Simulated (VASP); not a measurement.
# Si (P1) in VASP: single point with LDA

Aim: the single point of Si with LDA.

Program: VASP 6.6.1. These are calculated values, not measurements. Logs are shortened: lines on timing, memory, paths and dates and some standing lists are left out, and cuts for length are marked.

**1. The cell of the first run**

The typed cell holds 8 atoms: a = 5.494 Å, b = 5.244 Å, c = 5.762 Å, α = 93.37°, β = 100.23°, γ = 87.72°.

**2. Single point, LDA (atoms moved at random and the cell strained at random)**

Input file INCAR:

```
PREC = Accurate
ENCUT = 520
EDIFF = 1E-6
ISMEAR = 0
SIGMA = 0.05
LREAL = False
LASPH = True
NELM = 80
ALGO = Normal
ISIF = 2
LWAVE = False
LCHARG = True
GGA = CA
LELF = True
LVHAR = True
NBANDS = 26
```

Input file KPOINTS:

```
Automatic mesh
0
Gamma
  6 6 6
```

Input file POSCAR:

```
Si
1.0
    5.4702989546     -0.0998643114      0.5001990493
    0.0998643114     -5.2410342555      0.1572604009
   -0.5001990493      0.1572604009     -5.7381392102
Si
8
Direct
    0.4826030146     -0.0123128283      0.0130185788
    0.0488824960      0.4648875430      0.0124649235
   -0.0115083235     -0.0329229291      0.4866835268
    0.4649870837      0.5575203519      0.5028127209
    0.7691973412      0.7805994356      0.7539194686
    0.2551524111      0.2723024978      0.7277795855
    0.2383794752      0.7249013047      0.2236793752
    0.7523065016      0.2450246245      0.2796418207
```

Potentials or basis: VASP PAW LDA potentials, release 64 (Si).

Command:

```bash
cat potpaw_LDA.64/Si/POTCAR > POTCAR
mpirun -np 1 vasp_std > vasp.out
```

OUTCAR:

```text
PREC = Accurate
   ENCUT = 520
   EDIFF = 1E-6
   ISMEAR = 0
   LREAL = False
   LASPH = True
   NELM = 80
   ISIF = 2
   GGA = CA

 ion  position               nearest neighbor table
   1  0.483  0.988  0.013-   8 2.34   6 2.43   7 2.47   5 2.53
   2  0.049  0.465  0.012-   7 1.97   6 2.32   5 2.57   8 2.76
   3  0.988  0.967  0.487-   8 2.18   5 2.39   6 2.42   7 2.48
   4  0.465  0.558  0.503-   7 2.07   5 2.31   6 2.48   8 2.66
   5  0.769  0.781  0.754-   4 2.31   3 2.39   1 2.53   2 2.57
   6  0.255  0.272  0.728-   2 2.32   3 2.42   1 2.43   4 2.48
   7  0.238  0.725  0.224-   2 1.97   4 2.07   1 2.47   3 2.48
   8  0.752  0.245  0.280-   3 2.18   1 2.34   4 2.66   2 2.76

  LATTYP: Found a triclinic cell.
 ALAT       =     5.7620457754
 B/A-ratio  =     1.4992688020
 C/A-ratio  =     1.5365544175
 COS(alpha) =     0.0012021344
 COS(beta)  =     0.5057780989
 COS(gamma) =     0.7799375507

  Lattice vectors:

 A1 = (   0.5001990493,  -0.1572604009,   5.7381392102)
 A2 = (   5.9704980039,  -0.2571247123,   6.2383382595)
 A3 = (  -5.0699642167,   5.1836381660,   5.0806797600)

Analysis of symmetry for initial positions (statically):
=====================================================================
 Subroutine PRICEL returns:
 Original cell was already a primitive cell.

 Routine SETGRP: Setting up the symmetry group for a
 triclinic supercell.

 Subroutine GETGRP returns: Found  1 space group operations
 (whereof  1 operations were pure point group operations)
 out of a pool of  2 trial point group operations.

The static configuration has the point symmetry C_1 .

Analysis of symmetry for dynamics (positions and initial velocities):
=====================================================================
 Subroutine PRICEL returns:
 Original cell was already a primitive cell.

 Routine SETGRP: Setting up the symmetry group for a
 triclinic supercell.

 Subroutine GETGRP returns: Found  1 space group operations
 (whereof  1 operations were pure point group operations)
 out of a pool of  2 trial point group operations.

The dynamic configuration has the point symmetry C_1 .

 Subroutine INISYM returns: Found  1 space group operations
 (whereof  1 operations are pure point group operations),
 and found     1 'primitive' translations

----------------------------------------------------------------------------------------

                                     Primitive cell

  volume of cell :     163.0245

  direct lattice vectors                    reciprocal lattice vectors
     5.470298955 -0.099864311  0.500199049     0.184322329  0.003032513 -0.015984443
     0.099864311 -5.241034255  0.157260401    -0.003032513 -0.191008959 -0.004970476
    -0.500199049  0.157260401 -5.738139210     0.015984443 -0.004970476 -0.175802124

  length of vectors
     5.494027905  5.244343980  5.762045775     0.185038967  0.191097683  0.176597268

  position of ions in fractional coordinates (direct lattice)
     0.482603015  0.987687172  0.013018579
     0.048882496  0.464887543  0.012464923
     0.988491676  0.967077071  0.486683527
     0.464987084  0.557520352  0.502812721
     0.769197341  0.780599436  0.753919469
     0.255152411  0.272302498  0.727779586
     0.238379475  0.724901305  0.223679375
     0.752306502  0.245024624  0.279641821

  ion indices of the primitive-cell ions
   primitive index   ion index
                 1           1
                 2           2
                 3           3
                 4           4
                 5           5
                 6           6
                 7           7
                 8           8

----------------------------------------------------------------------------------------

 KPOINTS: Automatic mesh

Automatic generation of k-mesh.
 Grid dimensions read from file:
 generate k-points for:    6    6    6

 Generating k-lattice:

  Cartesian coordinates                     Fractional coordinates (reciprocal lattice)
     0.030720388  0.000505419 -0.002664074     0.166666667  0.000000000  0.000000000
    -0.000505419 -0.031834827 -0.000828413     0.000000000  0.166666667  0.000000000
     0.002664074 -0.000828413 -0.029300354     0.000000000  0.000000000  0.166666667

  Length of vectors
     0.030839828  0.031849614  0.029432878

  Shift w.r.t. Gamma in fractional coordinates (k-lattice)
     0.000000000  0.000000000  0.000000000

 Subroutine IBZKPT returns following result:
 ===========================================

 Found    112 irreducible k-points:

 Following reciprocal coordinates:
            Coordinates               Weight
  0.000000  0.000000  0.000000      1.000000
  0.166667 -0.000000  0.000000      2.000000
  0.333333 -0.000000 -0.000000      2.000000
  0.500000  0.000000  0.000000      1.000000
  0.000000  0.166667 -0.000000      2.000000
  0.166667  0.166667 -0.000000      2.000000
[... 16 lines left out ...]
  0.333333  0.000000  0.166667      2.000000
  0.500000  0.000000  0.166667      2.000000
 [... further k-points ...]
   k-points           NKPTS =    112   k-points in BZ     NKDIM =    112   number of bands    NBANDS=     26
   number of dos      NEDOS =    301   number of ions     NIONS =      8
   total plane-waves  NPLWV =  80640
   dimension x,y,z NGX =    42 NGY =   40 NGZ =   48
   dimension x,y,z NGXF=    84 NGYF=   80 NGZF=   96
   ions per type =               8
   NGX,Y,Z   is equivalent  to a cutoff of  12.71, 12.68, 13.85 a.u.
   NGXF,Y,Z  is equivalent  to a cutoff of  25.42, 25.36, 27.70 a.u.
 SYSTEM =  unknown system
   PREC   = accura    normal or accurate (medium, high low for compatibility)
   ISTART =      0    job   : 0-new  1-cont  2-samecut
   ICHARG =      2    charge: 1-file 2-atom 10-const
   ISPIN  =      1    spin polarized calculation?
   LNONCOLLINEAR =      F non collinear calculations
   LSORBIT =      F    spin-orbit coupling
   LASPH  =      T    aspherical Exc in radial PAW
   ENCUT  =  520.0 eV  38.22 Ry    6.18 a.u.  10.22  9.75 10.71*2*pi/ulx,y,z
   NELM   =     80;   NELMIN=  2; NELMDL= -5     # of ELM steps
   EDIFF  = 0.1E-05   stopping-criterion for ELM
   LREAL  =      F    real-space projection
   EDIFFG = 0.1E-04   stopping-criterion for IOM
   NSW    =      0    number of steps for IOM
   IBRION =     -1    ionic relax: 0-MD 1-quasi-New 2-CG
   NFREE  =      0    steps in history (QN), initial steepest desc. (CG)
   ISIF   =      2    stress and relaxation
   ISYM   =      2    0-nonsym 1-usesym 2-fastsym
   POTIM  = 0.5000    time-step for ionic-motion
   TEBEG  =    0.0;   TEEND  =   0.0 temperature during run
   PSTRESS=    0.0 pullay stress
   NELECT =      32.0000    total number of electrons
   NUPDOWN=      -1.0000    fix difference up-down
   EMIN   =  10.00;   EMAX   =-10.00  energy-range for DOS
   EFERMI =   0.00;   METHOD = LEGACY
   ISMEAR =     0;   SIGMA  =   0.05  broadening in eV -4-tet -1-fermi 0-gaus
   EFERMI_NEDOS =   21; number of points for ismear=-14 and -15
   IALGO  =     38    algorithm
   IMIX   =      4    mixing-type and parameters
     AMIX     =   0.40;   BMIX     =  1.00
     AMIX_MAG =   1.60;   BMIX_MAG =  1.00
  volume/ion in A,a.u.               =      20.38       137.52
  Fermi-wavevector in a.u.,A,eV,Ry     =   0.951424  1.797930 12.316085  0.905207
  Thomas-Fermi vector in A             =   2.079892
   LORBIT       =      0    0 simple, 1 ext, 2 COOP (PROOUT), +10 PAW based schemes
   GGA     = CA    functional components
   LHFCALC =     F    Hartree Fock is set to
   AEXX    =    0.0000 exact exchange contribution
   IVDW    =     0    specifies the selected vdW correction
   LEPSILON=     F    determine dielectric tensor
   LRPA    =     F    only Hartree local field effects (RPA)
 non-spin polarized calculation
 Gauss-broadening in eV      SIGMA  =   0.05
  energy-cutoff  :      520.00
  volume of cell :      163.02
 maximum number of plane-waves:      4408
 NGX is ok and might be reduce to    42
   NGX = 21   NGY = 19   NGZ = 21

 number of electron      32.0000000 magnetization

 Free energy of the ion-electron system (eV)
  ---------------------------------------------------
  ext. energy  EPLUGINS =         0.00000000
  ---------------------------------------------------
  free energy    TOTEN  =       -43.82540384 eV

  energy without entropy =      -43.82345367  energy(sigma->0) =      -43.82442876

 E-fermi :   5.6716     XC(G=0):  -9.5651

 val. band max:        5.6688129917   @ k =  -0.1667   0.1667  -0.0000
 cond. band min:       5.6812768800   @ k =  -0.0000   0.0000   0.1667
 fundamental gap:      0.0124638882
 Fermi energy:         5.6715846300

 k-point     1 :       0.0000    0.0000    0.0000
  band No.  band energies     occupation
      1      -6.4803      2.00000
      2      -3.3182      2.00000
      3      -2.6406      2.00000
      4      -2.3387      2.00000
      5      -2.0184      2.00000
      6      -1.7716      2.00000
[... 18 lines left out ...]
     25       9.5053      0.00000
     26       9.8301      0.00000

 k-point     2 :       0.1667   -0.0000    0.0000
  band No.  band energies     occupation
      1      -6.3719      2.00000
      2      -3.6932      2.00000
      3      -2.6813      2.00000
      4      -2.6490      2.00000
      5      -1.9889      2.00000
      6      -1.3842      2.00000
[... 18 lines left out ...]
     25       9.3984      0.00000
     26      10.3320      0.00000

 k-point     3 :       0.3333   -0.0000   -0.0000
  band No.  band energies     occupation
      1      -6.0707      2.00000
      2      -4.4598      2.00000
      3      -2.8253      2.00000
      4      -2.6994      2.00000
      5      -1.6704      2.00000
      6      -1.2202      2.00000
[... 18 lines left out ...]
     25       9.8403      0.00000
     26      10.1297      0.00000

 k-point     4 :       0.5000    0.0000    0.0000
  band No.  band energies     occupation
      1      -5.8002      2.00000
      2      -4.9176      2.00000
      3      -2.8530      2.00000
      4      -2.7165      2.00000
      5      -1.4906      2.00000
      6      -1.1555      2.00000
[... 18 lines left out ...]
     25      10.2356      0.00000
     26      10.5372      0.00000

 k-point     5 :       0.0000    0.1667   -0.0000
  band No.  band energies     occupation
      1      -6.3631      2.00000
      2      -3.7074      2.00000
      3      -2.6427      2.00000
      4      -2.3666      2.00000
      5      -2.0405      2.00000
      6      -1.7514      2.00000
[... 18 lines left out ...]
     25       9.7037      0.00000
     26       9.9670      0.00000

 k-point     6 :       0.1667    0.1667   -0.0000
  band No.  band energies     occupation
      1      -6.2641      2.00000
      2      -3.8356      2.00000
      3      -2.8878      2.00000
      4      -2.6943      2.00000
      5      -1.9738      2.00000
      6      -1.0944      2.00000
[... 427 lines left out ...]
 k-point    21 :      -0.0000    0.0000    0.1667
  band No.  band energies     occupation
      1      -6.3733      2.00000
      2      -3.8073      2.00000
      3      -2.9802      2.00000
      4      -2.1953      2.00000
      5      -1.8065      2.00000
      6      -1.1516      2.00000
[... 18 lines left out ...]
     25       9.4648      0.00000
     26      10.3939      0.00000

 k-point    22 :       0.1667    0.0000    0.1667
  band No.  band energies     occupation
      1      -6.2232      2.00000
      2      -4.0283      2.00000
      3      -3.4668      2.00000
      4      -2.2905      2.00000
      5      -1.5775      2.00000
      6      -0.8090      2.00000
[... 18 lines left out ...]
     25       9.4365      0.00000
     26      10.9910      0.00000

 k-point    23 :       0.3333    0.0000    0.1667
  band No.  band energies     occupation
      1      -5.9000      2.00000
      2      -4.5510      2.00000
      3      -3.7085      2.00000
      4      -2.1072      2.00000
      5      -1.7245      2.00000
      6      -0.6208      2.00000
[... 18 lines left out ...]
     25      10.3536      0.00000
     26      10.8201      0.00000

 k-point    24 :       0.5000    0.0000    0.1667
  band No.  band energies     occupation
      1      -5.7303      2.00000
      2      -4.8003      2.00000
      3      -3.5883      2.00000
      4      -2.1483      2.00000
      5      -1.8854      2.00000
      6      -0.7111      2.00000
[... 18 lines left out ...]
     25      10.1407      0.00000
     26      10.5866      0.00000

 [... further k-points ...]

------------------------ aborting loop because EDIFF is reached ----------------------------------------

  FORCE on cell =-STRESS in cart. coord.  units (eV):
  Direction    XX          YY          ZZ          XY          YZ          ZX
  --------------------------------------------------------------------------------------
  -------------------------------------------------------------------------------------
  Total        0.6688169      2.9085202     -0.0805305      0.2244863      4.5330066    -15.0512801
  in kB        6.5730202     28.5844484     -0.7914405      2.2062134     44.5496287   -147.9214571
  external PRESSURE =      11.4553427 kB  Pullay stress =       0.0000000 kB

 VOLUME and BASIS-vectors are now :
 -----------------------------------------------------------------------------
  energy-cutoff  :      520.00
  volume of cell :      163.02
      direct lattice vectors                 reciprocal lattice vectors
     5.470298955 -0.099864311  0.500199049     0.184322329  0.003032513 -0.015984443
     0.099864311 -5.241034255  0.157260401    -0.003032513 -0.191008959 -0.004970476
    -0.500199049  0.157260401 -5.738139210     0.015984443 -0.004970476 -0.175802124

 POSITION                                       TOTAL-FORCE (eV/Angst)
 -----------------------------------------------------------------------------------
      2.73211     -5.22265      0.32202         0.721482     -0.563220      0.734578
      0.30759     -2.43941      0.02603        -4.978403      3.738850      3.559357
      5.26048     -5.09066     -2.14613         1.335952      0.246779     -1.050234
      2.34779     -2.88935     -2.56495         3.108475      3.096226     -2.656317
      3.90858     -4.04940     -3.81859        -0.213378      0.716152     -1.096439
      1.05892     -1.33818     -4.00565         0.211576      0.924999      0.121372
      1.26451     -3.78786     -1.05027         1.100555     -6.340208     -0.897928
      3.99993     -1.31533     -1.18979        -1.286258     -1.819577      1.285610
 -----------------------------------------------------------------------------------
    total drift:                               -0.000002     -0.000015      0.000030

  FREE ENERGIE OF THE ION-ELECTRON SYSTEM (eV)
  ---------------------------------------------------
  free  energy   TOTEN  =       -43.8254038431 eV

  energy  without entropy=      -43.8234536714  energy(sigma->0) =      -43.82442876
```

Run time: 2.8 min. Hardware: 1 thread of Intel Xeon 6975P-C (Granite Rapids), shared host; peak memory 0.42 GiB.

What came out:

```
Free energy            : -43.8254 eV
Pressure               : 1.1 GPa
Largest force          : 7.172 eV/Å
Band gap on the k mesh : zero (band 16 reaches 5.99 eV, above the bottom of band 17 at 5.51 eV)
```

Forces on the atoms (eV/Å):
```
Si   0.721 -0.563  0.735
Si  -4.978  3.739  3.559
Si   1.336  0.247 -1.050
Si   3.108  3.096 -2.656
Si  -0.213  0.716 -1.096
Si   0.212  0.925  0.121
Si   1.101 -6.340 -0.898
Si  -1.286 -1.820  1.286
```

Caveat: the cell differs from its parent crystal (atoms moved at random and the cell strained at random); forces of over 1 eV/Å act on the atoms, so gaps and moduli don't describe the material at rest.
